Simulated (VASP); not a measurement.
A run of VASP 6.6.1 is set up as follows.

The input INCAR:

```
SYSTEM = HfS4
PREC = Accurate ; ENCUT = 520
EDIFF = 1E-6 ; ISMEAR = 0
SIGMA = 0.1 ; LREAL = .FALSE.
LASPH = .TRUE. ; NELM = 80
ALGO = Normal ; ISIF = 2
LWAVE = .FALSE. ; LCHARG = .FALSE.
GGA = PE ; NBANDS = 25
```

The input KPOINTS:

```
regular mesh
0
G
  6 6 4
  0 0 0
```

The input POSCAR:

```
HfS4
1.0
    4.6243645815      0.0000000027      0.0000000000
   -2.3121822931      4.0048172026      0.0000000000
    0.0000000000      0.0000000000      6.8905512637
Hf S
1 4
Direct
    0.0000000000      0.0000000000      0.5000000000
    0.0000000000      0.0000000000      0.8593906953
    0.0000000000      0.0000000000      0.1406093047
    0.3333333333      0.6666666667      0.5000000000
    0.6666666667      0.3333333333      0.5000000000
```

Potentials or basis: VASP PAW PBE potentials, release 64 (Hf_pv, S).

Launch:

```bash
$ cat potpaw_PBE.64/Hf_pv/POTCAR potpaw_PBE.64/S/POTCAR > POTCAR
$ mpirun -np 1 vasp_std > vasp.out
```

Q: Predict the pressure.

A: -0.5 GPa.

Q: Predict the band gap on the k mesh.

A: Zero (band 17 reaches 2.70 eV, above the bottom of band 18 at 2.16 eV).

Stress tensor (GPa, compression positive):
```
-0.38  0.00  0.00
 0.00 -0.38  0.00
 0.00  0.00 -0.78
```

Caveat: spin-orbit coupling is left out, which moves the levels of the heavy elements.
